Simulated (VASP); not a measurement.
# Si4Mo2N in VASP: notebook, part 2 of 2

VASP 6.6.1. Earlier steps stand in the parts before.

**3. Single point, PBE**

INCAR

```
SYSTEM = Si4Mo2N
  PREC = Accurate
  ENCUT = 520
  EDIFF = 1E-7
  ISMEAR = 0
  SIGMA = 0.1
  LREAL = .FALSE.
  LASPH = .TRUE.
  NELM = 100
  ALGO = Normal
  ISIF = 2
  LWAVE = .FALSE.
  LCHARG = .FALSE.
  LDIPOL = .TRUE.
  IDIPOL = 3
  DIPOL = 0.5 0.5 0.361
  GGA = PE
  NBANDS = 34
```

KPOINTS

```
Automatic mesh
0
G
  8 8 1
  0 0 0
```

POSCAR

```
Si4Mo2N
1.0
    3.2169717285      0.0000000000      0.0000000000
    0.0000000000      3.2169717285      0.0000000000
    0.0000000000      0.0000000000     21.8787970046
Si Mo N
4 2 1
Direct
    0.0000000000      0.0000000000      0.1828254085
    0.0000000000      0.0000000000      0.3015081460
    0.5000000000      0.5000000000      0.3593659936
    0.5000000000      0.5000000000      0.4743769505
    0.5000000000      0.5000000000      0.2421667772
    0.0000000000      0.0000000000      0.4192862006
    0.6250000000      0.6250000000      0.5463953933
```

Potentials or basis: VASP PAW PBE potentials, release 64 (Si, Mo_sv, N).

Run with:

```sh
cat potpaw_PBE.64/Si/POTCAR potpaw_PBE.64/Mo_sv/POTCAR potpaw_PBE.64/N/POTCAR > POTCAR
mpirun -np 1 vasp_std > vasp.out
```

OUTCAR:

```text
SYSTEM = Si4Mo2N
   PREC = Accurate
   ENCUT = 520
   EDIFF = 1E-7
   ISMEAR = 0
   LREAL = .FALSE.
   LASPH = .TRUE.
   NELM = 100
   ISIF = 2
   GGA = PE

 ion  position               nearest neighbor table
   1  0.000  0.000  0.183-   2 2.60   5 2.62   5 2.62   5 2.62   5 2.62
   2  0.000  0.000  0.302-   6 2.58   1 2.60   3 2.60   3 2.60   3 2.60   3 2.60   5 2.62   5 2.62
                             5 2.62   5 2.62
   3  0.500  0.500  0.359-   4 2.52   5 2.56   2 2.60   2 2.60   2 2.60   2 2.60   6 2.63   6 2.63
                             6 2.63   6 2.63
   4  0.500  0.500  0.474-   7 1.68   3 2.52   6 2.57   6 2.57   6 2.57   6 2.57
   5  0.500  0.500  0.242-   3 2.56   1 2.62   1 2.62   1 2.62   1 2.62   2 2.62   2 2.62   2 2.62
                             2 2.62
   6  0.000  0.000  0.419-   4 2.57   4 2.57   4 2.57   4 2.57   2 2.58   3 2.63   3 2.63   3 2.63
                             3 2.63
   7  0.625  0.625  0.546-   4 1.68

  LATTYP: Found a simple tetragonal cell.
 ALAT       =     3.2169717285
 C/A-ratio  =     6.8010535532

  Lattice vectors:

[... 196 lines left out ...]
  band No.  band energies     occupation
      1     -60.0828      2.00000
      2     -60.0626      2.00000
      3     -34.2444      2.00000
      4     -34.2285      2.00000
      5     -34.1522      2.00000
      6     -34.1497      2.00000
[... 766 lines left out ...]
     33       4.8555      0.00000
     34       4.8874      0.00000

------------------------ aborting loop because EDIFF is reached ----------------------------------------

 vacuum level on the upper side and lower side of the slab       (xc-potential included)         1.889        -1.921

  FORCE on cell =-STRESS in cart. coord.  units (eV):
  Direction    XX          YY          ZZ          XY          YZ          ZX
  --------------------------------------------------------------------------------------
  -------------------------------------------------------------------------------------
  Total       -0.7899255     -0.7899255     -0.0265722     -0.0616861      0.4026701      0.4026703
  in kB       -5.5895749     -5.5895749     -0.1880269     -0.4364958      2.8493253      2.8493270
  external PRESSURE =      -3.7890589 kB  Pullay stress =       0.0000000 kB

 VOLUME and BASIS-vectors are now :
 -----------------------------------------------------------------------------
  energy-cutoff  :      520.00
  volume of cell :      226.42
      direct lattice vectors                 reciprocal lattice vectors
     3.216971728  0.000000000  0.000000000     0.310851349  0.000000000  0.000000000
     0.000000000  3.216971728  0.000000000     0.000000000  0.310851349  0.000000000
     0.000000000  0.000000000 21.878797005     0.000000000  0.000000000  0.045706352

 POSITION                                       TOTAL-FORCE (eV/Angst)
 -----------------------------------------------------------------------------------
      0.00000      0.00000      4.00000        -0.008744     -0.008744      0.553270
      0.00000      0.00000      6.59664         0.004230      0.004230     -0.370273
      1.60849      1.60849      7.86250        -0.016013     -0.016013      0.003445
      1.60849      1.60849     10.37880        -0.440403     -0.440403      0.581859
      1.60849      1.60849      5.29832         0.017946      0.017946     -0.257009
      0.00000      0.00000      9.17348         0.102050      0.102050     -0.583598
      2.01061      2.01061     11.95447         0.340933      0.340933      0.072308
 -----------------------------------------------------------------------------------
    total drift:                               -0.000042     -0.000042      0.000142

  FREE ENERGIE OF THE ION-ELECTRON SYSTEM (eV)
  ---------------------------------------------------
  free  energy   TOTEN  =       -49.2925970183 eV

  energy  without entropy=      -49.2683005510  energy(sigma->0) =      -49.28044878

 vacuum level on the upper side and lower side of the slab         8.874         4.967
```

OSZICAR:

```text
N       E                     dE             d eps       ncg     rms          rms(c)
DAV:   1     0.351174242026E+03    0.35117E+03   -0.25476E+04  1708   0.121E+03
DAV:   2    -0.331680424044E+02   -0.38434E+03   -0.37155E+03  1784   0.309E+02
DAV:   3    -0.537437034774E+02   -0.20576E+02   -0.19508E+02  1814   0.624E+01
[... 27 lines left out ...]
DAV:  31    -0.492925941403E+02   -0.44616E-05   -0.16558E-07  1242   0.139E-03    0.106E-03
DAV:  32    -0.492925946117E+02   -0.47141E-06   -0.10857E-08  1122   0.514E-04    0.150E-03
DAV:  33    -0.492925965509E+02   -0.19392E-05   -0.41361E-08  1030   0.857E-04    0.151E-03
DAV:  34    -0.492925968629E+02   -0.31203E-06   -0.48828E-08  1074   0.102E-03    0.392E-04
DAV:  35    -0.492925969736E+02   -0.11072E-06   -0.88836E-09  1016   0.460E-04    0.334E-04
DAV:  36    -0.492925970183E+02   -0.44686E-07   -0.29074E-09   988   0.229E-04
   1 F= -.49292597E+02 E0= -.49280449E+02  d E =-.242965E-01
```

Run time: 3 min. Hardware: 1 thread of AMD EPYC 9R45 (Zen 5), shared host; peak memory 0.35 GiB.

Results:

```yaml
Free_energy: -49.2926 eV
Largest_force: 0.852 eV/Å
Band_gap_on_the_k_mesh: zero (an odd number of electrons rules out a gap without spin polarisation)
```

Forces on the atoms (eV/Å):
```
Si  -0.009 -0.009  0.553
Si   0.004  0.004 -0.370
Si  -0.016 -0.016  0.003
Si  -0.440 -0.440  0.582
Mo   0.018  0.018 -0.257
Mo   0.102  0.102 -0.584
N    0.341  0.341  0.072
```

Levels at points of the mesh, in eV from the Fermi level:
```
           k point  band 22  band 23  band 24  band 25  band 26  band 27  band 28  band 29
(0.00, 0.00, 0.00)    -0.61     0.12     0.14     0.64     0.74     1.09     1.54     1.67
(0.50, 0.00, 0.00)    -1.34    -0.18    -0.16    -0.13     0.35     1.10     2.44     2.63
(0.50, 0.50, 0.00)    -1.57    -1.53    -0.25    -0.17     0.69     1.53     2.54     2.56
```

**4. Single point, PBE**

INCAR

```
SYSTEM = Si4Mo2N
  PREC = Accurate
  ENCUT = 520
  EDIFF = 1E-6
  ISMEAR = 0
  SIGMA = 0.1
  LREAL = .FALSE.
  LASPH = .TRUE.
  NELM = 100
  ALGO = Normal
  ISIF = 2
  LWAVE = .FALSE.
  LCHARG = .TRUE.
  LDIPOL = .TRUE.
  IDIPOL = 3
  DIPOL = 0.5 0.5 0.356
  GGA = PE
  LELF = .TRUE.
  LVHAR = .TRUE.
  LVACPOTAV = .TRUE.
  NBANDS = 34
```

KPOINTS is that of step 3.

Edit POSCAR of step 3 so:

```diff
@@ -14,2 +14,2 @@
     0.0000000000      0.0000000000      0.4192862006
-    0.6250000000      0.6250000000      0.5463953933
+    0.8750000000      0.8750000000      0.5090349326
```

Run with:

```sh
cat potpaw_PBE.64/Si/POTCAR potpaw_PBE.64/Mo_sv/POTCAR potpaw_PBE.64/N/POTCAR > POTCAR
mpirun -np 1 vasp_std > vasp.out
```

Wall time 2.8 min (1 thread of AMD EPYC 9R45 (Zen 5), shared host); peak memory 0.35 GiB.

The run converged. Its results:

```yaml
Free_energy: -50.4750 eV
Largest_force: 2.661 eV/Å
Band_gap_on_the_k_mesh: zero (an odd number of electrons rules out a gap without spin polarisation)
```

Forces in eV/Å, atoms in the order of the input:
```
Si   0.030  0.030  0.650
Si   0.023  0.023 -0.812
Si  -0.010 -0.010 -0.614
Si   0.524  0.524  2.555
Mo   0.041  0.041 -0.578
Mo   0.202  0.202 -1.228
N   -0.810 -0.810  0.027
```

Levels at points of the mesh, in eV from the Fermi level:
```tsv
k point	band 21	band 22	band 23	band 24	band 25	band 26	band 27	band 28	band 29	band 30
(0.00, 0.00, 0.00)	-1.54	-0.72	-0.01	0.11	0.36	0.71	1.05	1.58	2.25	2.95
(0.50, 0.00, 0.00)	-1.80	-1.72	-0.70	-0.17	-0.10	0.14	2.09	2.44	2.92	3.54
(0.50, 0.50, 0.00)	-1.94	-1.68	-1.59	-1.03	0.91	0.96	2.20	2.37	2.52	2.90
```

**5. Relaxation of the atoms, PBE**

INCAR

```
ALGO     = Fast           # electronic algorithm
DIPOL    = 0.5 0.5 0.361
EDIFF    = 1E-6           # SCF threshold, eV
EDIFFG   = -0.025         # ionic threshold
ENCUT    = 520            # plane-wave cutoff, eV
GGA      = PE             # functional
IBRION   = 2              # ionic algorithm
IDIPOL   = 3            
ISIF     = 2              # what is computed and relaxed
ISMEAR   = 0              # smearing method
LASPH    = T              # aspherical terms in the spheres
LCHARG   = F              # write CHGCAR
LDIPOL   = T            
LREAL    = F              # projectors in reciprocal space
LWAVE    = F              # write WAVECAR
NELM     = 60             # most SCF steps
NSW      = 36             # ionic steps
PREC     = Accurate       # precision mode
SIGMA    = 0.1            # smearing width, eV
```

KPOINTS

```
k-points
0
Gamma
  8 8 1
```

POSCAR

```
Si4Mo2N
1.0
    3.2169717285      0.0000000000      0.0000000000
    0.0000000000      3.2169717285      0.0000000000
    0.0000000000      0.0000000000     21.8787970046
Si Mo N
4 2 1
Selective dynamics
Direct
    0.0000000000      0.0000000000      0.1828254085  F F F
    0.0000000000      0.0000000000      0.3015081460  F F F
    0.5000000000      0.5000000000      0.3593659936  F F F
    0.5000000000      0.5000000000      0.4743769505  F F F
    0.5000000000      0.5000000000      0.2421667772  F F F
    0.0000000000      0.0000000000      0.4192862006  F F F
    0.6250000000      0.6250000000      0.5470360687  F F T
```

Potentials or basis: VASP PAW PBE potentials, release 64 (Si, Mo_sv, N).

Run with:

```sh
cat potpaw_PBE.64/Si/POTCAR potpaw_PBE.64/Mo_sv/POTCAR potpaw_PBE.64/N/POTCAR > POTCAR
mpirun -np 1 vasp_std > vasp.out
```

OUTCAR:

```text
EDIFF = 1E-6
   EDIFFG = -0.025
   ENCUT = 520
   GGA = PE
   IBRION = 2
   ISIF = 2
   ISMEAR = 0
   LASPH = T
   LREAL = F
   NELM = 60
   NSW = 36
   PREC = Accurate

 ion  position               nearest neighbor table
   1  0.000  0.000  0.183-   2 2.60   5 2.62   5 2.62   5 2.62   5 2.62
   2  0.000  0.000  0.302-   6 2.58   1 2.60   3 2.60   3 2.60   3 2.60   3 2.60   5 2.62   5 2.62
                             5 2.62   5 2.62
   3  0.500  0.500  0.359-   4 2.52   5 2.56   2 2.60   2 2.60   2 2.60   2 2.60   6 2.63   6 2.63
                             6 2.63   6 2.63
   4  0.500  0.500  0.474-   7 1.69   3 2.52   6 2.57   6 2.57   6 2.57   6 2.57
   5  0.500  0.500  0.242-   3 2.56   1 2.62   1 2.62   1 2.62   1 2.62   2 2.62   2 2.62   2 2.62
                             2 2.62
   6  0.000  0.000  0.419-   4 2.57   4 2.57   4 2.57   4 2.57   2 2.58   3 2.63   3 2.63   3 2.63
                             3 2.63
   7  0.625  0.625  0.547-   4 1.69

  LATTYP: Found a simple tetragonal cell.
 ALAT       =     3.2169717285
 C/A-ratio  =     6.8010535532

  Lattice vectors:

 A1 = (   3.2169717285,   0.0000000000,   0.0000000000)
 A2 = (   0.0000000000,   3.2169717285,   0.0000000000)
 A3 = (   0.0000000000,   0.0000000000,  21.8787970046)

Analysis of symmetry for initial positions (statically):
=====================================================================
 Subroutine PRICEL returns:
 Original cell was already a primitive cell.

 Routine SETGRP: Setting up the symmetry group for a
 simple tetragonal supercell.

 Subroutine GETGRP returns: Found  2 space group operations
 (whereof  2 operations were pure point group operations)
 out of a pool of 16 trial point group operations.

The static configuration has the point symmetry C_1h.

Analysis of symmetry for dynamics (positions and initial velocities):
=====================================================================
 Subroutine PRICEL returns:
[... 163 lines left out ...]
 Gauss-broadening in eV      SIGMA  =   0.10
  energy-cutoff  :      520.00
  volume of cell :      226.42
 maximum number of plane-waves:      6156
   NGX = 11   NGY = 11   NGZ = 81

 dipolmoment           0.000000      0.000000     -0.343882 electrons x Angstroem

--------------------------------------- Ionic step        1  -------------------------------------------

 number of electron      49.0000006 magnetization

 Free energy of the ion-electron system (eV)
  ---------------------------------------------------
  ext. energy  EPLUGINS =         0.00000000
  ---------------------------------------------------
  free energy    TOTEN  =       -49.29118609 eV

  energy without entropy =      -49.26742079  energy(sigma->0) =      -49.27930344

------------------------ aborting loop because EDIFF is reached ----------------------------------------

  FORCE on cell =-STRESS in cart. coord.  units (eV):
  Direction    XX          YY          ZZ          XY          YZ          ZX
  --------------------------------------------------------------------------------------
  -------------------------------------------------------------------------------------
  Total       -0.8625309     -0.8625309     -0.5963376     -0.1005039      0.2596151      0.2596153
  in kB       -6.1033362     -6.1033362     -4.2197317     -0.7111738      1.8370566      1.8370583
  external PRESSURE =      -5.4754680 kB  Pullay stress =       0.0000000 kB
[... 69 lines left out ...]
--------------------------------------- Ionic step        3  -------------------------------------------

 number of electron      49.0000006 magnetization

 dipolmoment           0.000000      0.000000      0.223151 electrons x Angstroem

 Free energy of the ion-electron system (eV)
  ---------------------------------------------------
  ext. energy  EPLUGINS =         0.00000000
  ---------------------------------------------------
  free energy    TOTEN  =       -49.29269887 eV

  energy without entropy =      -49.26851539  energy(sigma->0) =      -49.28060713

 E-fermi :   0.3918     XC(G=0):  -5.7989

 val. band max:        0.3696750417   @ k =   0.1250   0.1250   0.0000
 cond. band min:       0.4042917087   @ k =  -0.1250   0.2500   0.0000
 fundamental gap:      0.0346166670
 Fermi energy:         0.3917966977

 k-point     1 :       0.0000    0.0000    0.0000
  band No.  band energies     occupation
      1     -60.0802      2.00000
      2     -60.0607      2.00000
      3     -34.2422      2.00000
      4     -34.2261      2.00000
      5     -34.1495      2.00000
      6     -34.1470      2.00000
[... 661 lines left out ...]
     28       2.9370      0.00000
     29       2.9539      0.00000

------------------------ aborting loop because EDIFF is reached ----------------------------------------

 vacuum level on the upper side and lower side of the slab       (xc-potential included)         1.757        -2.036

  FORCE on cell =-STRESS in cart. coord.  units (eV):
  Direction    XX          YY          ZZ          XY          YZ          ZX
  --------------------------------------------------------------------------------------
  -------------------------------------------------------------------------------------
  Total       -0.8042433     -0.8042433     -0.1414424     -0.0697652      0.3728152      0.3728155
  in kB       -5.6908889     -5.6908889     -1.0008577     -0.4936638      2.6380700      2.6380718
  external PRESSURE =      -4.1275452 kB  Pullay stress =       0.0000000 kB
[... 22 lines left out ...]
  FREE ENERGIE OF THE ION-ELECTRON SYSTEM (eV)
  ---------------------------------------------------
  free  energy   TOTEN  =       -49.2926988741 eV

  energy  without entropy=      -49.2685153902  energy(sigma->0) =      -49.28060713

 reached required accuracy - stopping structural energy minimisation

 vacuum level on the upper side and lower side of the slab         8.756         4.866
```

OSZICAR:

```text
N       E                     dE             d eps       ncg     rms          rms(c)
DAV:   1     0.362587884405E+03    0.36259E+03   -0.25928E+04  1522   0.142E+03
DAV:   2    -0.301743547845E+02   -0.39276E+03   -0.38424E+03  1510   0.345E+02
[... 43 lines left out ...]
RMM:   2    -0.493012389714E+02   -0.84875E-02   -0.41148E-03  1435   0.159E-01    0.851E-01
RMM:   3    -0.492925374480E+02    0.87015E-02   -0.18763E-03  1310   0.154E-01    0.542E-02
RMM:   4    -0.492926839697E+02   -0.14652E-03   -0.45949E-04  1283   0.839E-02    0.154E-02
RMM:   5    -0.492926982045E+02   -0.14235E-04   -0.10949E-04  1305   0.322E-02    0.143E-02
RMM:   6    -0.492926988417E+02   -0.63727E-06   -0.15865E-05  1050   0.146E-02    0.876E-03
RMM:   7    -0.492926988741E+02   -0.32328E-07   -0.35836E-06   835   0.641E-03
   3 F= -.49292699E+02 E0= -.49280607E+02  d E =-.151279E-02
```

Wall time 6.9 min (1 thread of Oxide Virtual Turin-like, shared host); peak memory 0.35 GiB.

Results:

```
Free energy               : -49.2927 eV
Energy gained by relaxing : 0.2 meV/atom
Ionic steps               : 3
Band gap on the k mesh    : zero (an odd number of electrons rules out a gap without spin polarisation)
```

Step by step:
```
step  energy change (eV)  largest force on free atoms (eV/Å)  pressure (GPa)
   1              0.0000                              0.2687           -0.55
   2             -0.0015                              0.0447           -0.39
   3             -0.0015                              0.0007           -0.41
```

Final structure:
```
Si Mo N
1.0
     3.21697    0.00000    0.00000
     0.00000    3.21697    0.00000
     0.00000    0.00000   21.87880
Si Mo N
4 2 1
Direct
  0.00000 0.00000 0.18283
  0.00000 0.00000 0.30151
  0.50000 0.50000 0.35937
  0.50000 0.50000 0.47438
  0.50000 0.50000 0.24217
  0.00000 0.00000 0.41929
  0.62500 0.62500 0.54653
```

Levels at points of the mesh, in eV from the Fermi level:
```tsv
k point	band 21	band 22	band 23	band 24	band 25	band 26	band 27	band 28	band 29
(0.00, 0.00, 0.00)	-0.67	-0.61	0.12	0.14	0.63	0.74	1.09	1.53	1.67
(0.50, 0.00, 0.00)	-1.71	-1.34	-0.18	-0.16	-0.13	0.35	1.10	2.44	2.62
(0.50, 0.50, 0.00)	-1.74	-1.57	-1.53	-0.25	-0.18	0.68	1.53	2.55	2.56
```

**6. Summary**

```tsv
task	cell	atoms held fixed (from 0)	gap on the mesh (eV)	largest force (eV/Å)
single point	as given, atomic positions A	-	none	2.13
single point	as given, atomic positions B	-	none	0.85
single point	as given, atomic positions C	-	none	2.66
relaxation of the atoms	atoms relaxed, atomic positions D	[0, 4, 1, 2, 5, 3, 6]	none	-
```

Alike in all rows: level PBE; potentials or basis VASP PAW PBE potentials, release 64 (Si, Mo_sv, N); no spin polarisation; k mesh 8 × 8 × 1; cutoff (eV) 520; smearing gaussian 0.1 eV.

Absolute energies hang on the potentials; compare differences alone.
